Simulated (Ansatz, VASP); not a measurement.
# Mg5Se: VASP beside Ansatz

Contents of INCAR:

```
ALGO = Normal
EDIFF = 1E-6
ENCUT = 520
GGA = PE
ISIF = 2
ISMEAR = 0
LASPH = True
LCHARG = False
LREAL = False
LWAVE = False
NBANDS = 17
NELM = 100
PREC = Accurate
SIGMA = 0.1
```

Contents of KPOINTS:

```
k-points
0
Gamma
  4 4 2
```

POSCAR

```
Mg5Se
1.0
    2.6903534400     -2.7388131200      0.0000000000
    2.6903534400      2.7388131200      0.0000000000
    0.0000000000      0.0000000000      9.1563140700
Mg Se
5 1
Direct
    0.2745992100      0.2745992100      0.1708093000
    0.7254007900      0.7254007900      0.1708093000
    0.2745992100      0.2745992100      0.8291907000
    0.7254007900      0.7254007900      0.8291907000
    0.5000000000      0.5000000000      0.5000000000
    0.0000000000      0.0000000000      0.0000000000
```

Input for Ansatz:

```yaml
crystal:
  lattice:
    - [2.69035344, -2.73881312, 0.0]
    - [2.69035344, 2.73881312, 0.0]
    - [0.0, 0.0, 9.15631407]
  atoms:
    - { symbol: Mg, position: [0.27459921, 0.27459921, 0.1708093] }
    - { symbol: Mg, position: [0.72540079, 0.72540079, 0.1708093] }
    - { symbol: Mg, position: [0.27459921, 0.27459921, 0.8291907] }
    - { symbol: Mg, position: [0.72540079, 0.72540079, 0.8291907] }
    - { symbol: Mg, position: [0.5, 0.5, 0.5] }
    - { symbol: Se, position: [0.0, 0.0, 0.0] }
basis:
  ecutwfc: 420
kpoints:
  mp_grid: { grid: [4, 4, 2] }
hamiltonian:
  xc: pbe
scf:
  occupations: { method: gaussian, width: 0.1 }
  lower_state_search: "off"
output:
  forces: true
  stress: true
  eigenvalues: true
```

Alike in both runs: task single point; functional PBE; k mesh 4 × 4 × 2; occupations gaussian, width 0.1 eV; no spin polarisation.

|  | VASP | Ansatz |
| --- | --- | --- |
| version | VASP 6.6.1 | Ansatz 0.2.0 |
| potentials or method | VASP PAW PBE potentials, release 64 (Mg, Se), cutoff 520 eV | scalar-relativistic, plane waves, PAW |
| valence electrons in the cell | 16 | 66 |

Ansatz gave:

| Quantity | Value |
| --- | --- |
| gap on the k mesh at the Fermi level (eV) | none |
| pressure (GPa) | 22.8 |
| traceless stress, the component that is largest in VASP (GPa) | -11.97 |
| rms of the force components (eV/Å) | 1.880 |

Q: Estimate VASP's values.

A: gap on the k mesh at the Fermi level (eV): none; pressure (GPa): 23.1; traceless stress, the component that is largest in VASP (GPa): -12.17; rms of the force components (eV/Å): 1.908.

Atom by atom the forces differ by 0.030 eV/Å (rms over components). A gap of «none» marks a metal or a gap that the smearing closes. With one functional, cell and mesh, what is left measures potentials, basis and numerics. VASP's potentials hold 16 valence electrons a cell and Ansatz's 66, so a difference there can come from the potentials and not from the codes.

The k mesh is coarse, so the values compare programs but aren't converged.
